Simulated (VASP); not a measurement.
# SrTiO3 (Pm-3m) in VASP: a series of runs, part 2 of 2

VASP 6.6.1. The steps go on from the part before.

## 3. Relaxation of cell and atoms, PBE+D3(BJ)

This run uses another cell than the first one, of 12.20 Å³/atom, 1.021 times its volume.

Contents of INCAR:

```
PREC     = Accurate       # precision mode
ENCUT    = 600            # plane-wave cutoff, eV
EDIFF    = 1E-7           # SCF threshold, eV
ISMEAR   = 0              # smearing method
SIGMA    = 0.02           # smearing width, eV
LREAL    = F              # projectors in reciprocal space
LASPH    = T              # aspherical terms in the spheres
NELM     = 80             # most SCF steps
ALGO     = Normal         # electronic algorithm
ISIF     = 3              # what is computed and relaxed
LWAVE    = F              # write WAVECAR
LCHARG   = F              # write CHGCAR
GGA      = PE             # functional
IVDW     = 12             # dispersion correction
IBRION   = 2              # ionic algorithm
NSW      = 70             # ionic steps
EDIFFG   = -0.005         # ionic threshold
```

Contents of KPOINTS:

```
Automatic mesh
0
Gamma
  8 8 8
```

Contents of POSCAR:

```
SrTiO3
1.0
    3.9364041186      0.0000000000      0.0000000000
    0.0000000000      3.9364041186      0.0000000000
    0.0000000000      0.0000000000      3.9364041186
Sr Ti O
1 1 3
Direct
    0.5000000000      0.5000000000      0.5000000000
    0.0000000000      0.0000000000      0.0000000000
    0.5000000000      0.0000000000      0.0000000000
    0.0000000000      0.5000000000      0.0000000000
    0.0000000000      0.0000000000      0.5000000000
```

Potentials or basis: VASP PAW PBE potentials, release 64 (Sr_sv, Ti_sv, O).

Command:

```
cat potpaw_PBE.64/Sr_sv/POTCAR potpaw_PBE.64/Ti_sv/POTCAR potpaw_PBE.64/O/POTCAR > POTCAR
mpirun -np 1 vasp_std > vasp.out
```

OUTCAR:

```text
PREC = Accurate
   ENCUT = 600
   EDIFF = 1E-7
   ISMEAR = 0
   LREAL = F
   LASPH = T
   NELM = 80
   ISIF = 3
   GGA = PE
   IVDW = 12
   IBRION = 2
   NSW = 70
   EDIFFG = -0.005
 IVDW          = 12

 ion  position               nearest neighbor table
   1  0.500  0.500  0.500-   3 2.78   4 2.78   5 2.78   3 2.78   4 2.78   3 2.78   5 2.78   3 2.78
                             4 2.78   5 2.78   4 2.78   5 2.78   2 3.41   2 3.41   2 3.41   2 3.41
   2  0.000  0.000  0.000-   3 1.97   4 1.97   5 1.97   5 1.97   4 1.97   3 1.97   1 3.41   1 3.41
                             1 3.41   1 3.41   1 3.41   1 3.41   1 3.41   1 3.41
   3  0.500  0.000  0.000-   2 1.97   2 1.97   1 2.78   1 2.78   1 2.78   1 2.78
   4  0.000  0.500  0.000-   2 1.97   2 1.97   1 2.78   1 2.78   1 2.78   1 2.78
   5  0.000  0.000  0.500-   2 1.97   2 1.97   1 2.78   1 2.78   1 2.78   1 2.78

  LATTYP: Found a simple cubic cell.
 ALAT       =     3.9364041186

  Lattice vectors:

 A1 = (   3.9364041186,   0.0000000000,   0.0000000000)
 A2 = (   0.0000000000,   3.9364041186,   0.0000000000)
 A3 = (   0.0000000000,   0.0000000000,   3.9364041186)

Analysis of symmetry for initial positions (statically):
=====================================================================
 Subroutine PRICEL returns:
 Original cell was already a primitive cell.

 Routine SETGRP: Setting up the symmetry group for a
 simple cubic supercell.

 Subroutine GETGRP returns: Found 48 space group operations
 (whereof 48 operations were pure point group operations)
 out of a pool of 48 trial point group operations.
[... 157 lines left out ...]
 maximum number of plane-waves:      2048
 NGX is ok and might be reduce to    32
   NGX = 15   NGY = 15   NGZ = 15

--------------------------------------- Ionic step        1  -------------------------------------------

 number of electron      39.9999974 magnetization

 Free energy of the ion-electron system (eV)
  ---------------------------------------------------
  ext. energy  EPLUGINS =         0.00000000
  ---------------------------------------------------
  free energy    TOTEN  =       -40.10976131 eV

  energy without entropy =      -40.10976131  energy(sigma->0) =      -40.10976131

------------------------ aborting loop because EDIFF is reached ----------------------------------------

 Edisp (eV)   -1.29527

 E8    (eV) :    -0.5674
[... 77 lines left out ...]
--------------------------------------- Ionic step        3  -------------------------------------------

 number of electron      39.9999977 magnetization

 Free energy of the ion-electron system (eV)
  ---------------------------------------------------
  ext. energy  EPLUGINS =         0.00000000
  ---------------------------------------------------
  free energy    TOTEN  =       -40.09632014 eV

  energy without entropy =      -40.09632014  energy(sigma->0) =      -40.09632014

 E-fermi :   4.2213     XC(G=0): -11.2380

 val. band max:        4.1128236299   @ k =   0.5000   0.5000   0.5000
 cond. band min:       5.9584638849   @ k =   0.0000   0.0000   0.0000
 fundamental gap:      1.8456402550
 Fermi energy:         4.2213265734

 k-point     1 :       0.0000    0.0000    0.0000
  band No.  band energies     occupation
      1     -52.3765      2.00000
      2     -28.6948      2.00000
      3     -28.6190      2.00000
      4     -28.6190      2.00000
      5     -28.6190      2.00000
      6     -13.2927      2.00000
[... 637 lines left out ...]
     23       8.2275      0.00000
     24       9.8134      0.00000

 [... further k-points ...]

------------------------ aborting loop because EDIFF is reached ----------------------------------------

 Edisp (eV)   -1.31911

 E8    (eV) :    -0.5779
[... 28 lines left out ...]
  FREE ENERGIE OF THE ION-ELECTRON SYSTEM (eV)
  ---------------------------------------------------
  free  energy   TOTEN  =       -41.4154259072 eV

  energy  without entropy=      -41.4154259072  energy(sigma->0) =      -41.41542591

 reached required accuracy - stopping structural energy minimisation
```

It took 5.5 min on 1 thread of AMD EPYC 7R13, shared host; peak memory 0.21 GiB.

Results:

```
Free energy                            : -41.4154 eV
Relaxed volume                         : 11.98 Å³/atom
Relaxed cell                           : a = 3.913 Å, b = 3.913 Å, c = 3.913 Å, α = 90.00°, β = 90.00°, γ = 90.00°
Space group after relaxing (to 0.05 Å) : Pm-3m (No. 221)
Energy gained by relaxing              : 2.1 meV/atom
Ionic steps                            : 3
Pressure after relaxing                : 0.0 GPa
Band gap on the k mesh                 : 1.85 eV, indirect (least direct gap 2.21 eV)
Dispersion energy per atom             : -0.264 eV
```

Step by step:
```tsv
step	energy change (eV)	largest force (eV/Å)	pressure (GPa)	volume (Å³)
1	0.0000	0.0000	-3.02	61.00
2	-0.0022	0.0000	2.86	58.99
3	-0.0104	0.0000	0.00	59.92
```

Final structure:
```cif
data_structure
_symmetry_space_group_name_H-M 'P 1'
_symmetry_Int_Tables_number 1
_cell_length_a 3.9131
_cell_length_b 3.9131
_cell_length_c 3.9131
_cell_angle_alpha 90.000
_cell_angle_beta 90.000
_cell_angle_gamma 90.000
_cell_volume 59.92
loop_
_atom_site_label
_atom_site_type_symbol
_atom_site_fract_x
_atom_site_fract_y
_atom_site_fract_z
_atom_site_occupancy
Sr1 Sr 0.50000 0.50000 0.50000 1
Ti1 Ti 0.00000 0.00000 0.00000 1
O1 O 0.50000 0.00000 0.00000 1
O2 O 0.00000 0.50000 0.00000 1
O3 O 0.00000 0.00000 0.50000 1
```

Levels at points of the mesh, in eV from the valence-band top:
```
           k point  band 17  band 18  band 19  band 20  band 21  band 22  band 23  band 24
(0.00, 0.00, 0.00)    -1.16    -0.36    -0.36    -0.36     1.85     1.85     1.85     4.26
(0.50, 0.00, 0.00)    -2.34    -1.97    -0.73    -0.73     2.01     3.75     3.75     4.28
(0.50, 0.50, 0.00)    -1.73    -1.56    -1.56    -0.09     3.76     3.76     4.21     5.23
(0.50, 0.50, 0.50)    -3.72     0.00     0.00     0.00     4.42     4.42     4.42     6.92
```
